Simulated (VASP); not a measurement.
Here is a VASP 6.6.1 calculation.

The input INCAR:

```
SYSTEM = Ta
ALGO = Normal
EDIFF = 1E-6
ENCUT = 500
GGA = PE
GGA_COMPAT = .FALSE.
ISIF = 2
ISMEAR = 1
LASPH = .TRUE.
LCHARG = .TRUE.
LELF = .TRUE.
LREAL = .FALSE.
LVHAR = .TRUE.
LWAVE = .FALSE.
NBANDS = 12
NELM = 120
PREC = Accurate
SIGMA = 0.15
```

Contents of KPOINTS:

```
k-points
0
G
  14 14 14
  0 0 0
```

Contents of POSCAR:

```
Ta
1.0
   -1.6512800000      1.6512800000      1.6512800000
    1.6512800000     -1.6512800000      1.6512800000
    1.6512800000      1.6512800000     -1.6512800000
Ta
1
Direct
    0.0000000000      0.0000000000      0.0000000000
```

Potentials or basis: VASP PAW PBE potentials, release 64 (Ta_pv).

Run with:

```sh
$ cat potpaw_PBE.64/Ta_pv/POTCAR > POTCAR
$ mpirun -np 1 vasp_std > vasp.out
```

Question: What does it give for the pressure?

Answer: 3.2 GPa.
